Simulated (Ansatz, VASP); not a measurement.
One calculation of Be, two programs

File INCAR:

```
SYSTEM = Be
  PREC = Accurate
  ENCUT = 520
  EDIFF = 1E-6
  ISMEAR = -1
  SIGMA = 0.05
  LREAL = .FALSE.
  LASPH = .TRUE.
  NELM = 100
  ALGO = Normal
  ISIF = 2
  LWAVE = .FALSE.
  LCHARG = .FALSE.
  GGA = CA
  NBANDS = 9
```

The input KPOINTS:

```
regular mesh
0
G
  8 8 4
  0 0 0
```

The input POSCAR:

```
Be
1.0
    2.2853000000      0.0000000000      0.0000000000
   -1.1426500000      1.9791278553      0.0000000000
    0.0000000000      0.0000000000      3.5842000000
Be
2
Direct
    0.6666666667      0.3333333333      0.7500000000
    0.3333333333      0.6666666667      0.2500000000
```

Contents of input.yaml:

```yaml
crystal:
  lattice:
    - [2.2853, 0.0, 0.0]
    - [-1.14265, 1.9791278553, 0.0]
    - [0.0, 0.0, 3.5842]
  atoms:
    - { symbol: Be, position: [0.6666666667, 0.3333333333, 0.75] }
    - { symbol: Be, position: [0.3333333333, 0.6666666667, 0.25] }
hamiltonian:
  xc: lda
  pseudopotentials: { kind: paw }
kpoints:
  mp_grid: { grid: [8, 8, 4] }
scf:
  occupations: { method: fermi_dirac, width: 0.05 }
  n_extra_bands: 6
output:
  forces: true
  stress: true
  eigenvalues: true
  dos: { projected: true, de: 0.05, nscf_kmesh: { grid: [12, 12, 6] } }
  write_density: true
  write_potential: true
  elf: true
  volumetric_format: npy
```

Alike in both runs: functional LDA; k mesh 8 × 8 × 4; occupations fermi-dirac, width 0.05 eV; no spin polarisation.

```csv
,VASP,Ansatz
version,VASP 6.6.1,Ansatz 0.2.0
potentials or method,"VASP PAW LDA potentials, release 64 (Be)",Ansatz PAW
plane-wave cutoff (eV),520,420
valence electrons in the cell,4,4
task,single point,projected density of states
```

|  | VASP | Ansatz | Ansatz less VASP |
| --- | --- | --- | --- |
| gap on the k mesh at the Fermi level (eV) | none | none | - |
| pressure (GPa) | -7.9 | -8.2 | -0.37 |
| traceless stress, the component that is largest in VASP (GPa) | 2.27 | 2.26 | -0.007 |

LDA's correlation is that of Perdew and Zunger in VASP and of Perdew and Wang (1992) in Ansatz. A gap of «none» marks a metal or a gap that the smearing closes.

The k mesh is coarse, so the values compare programs but aren't converged.
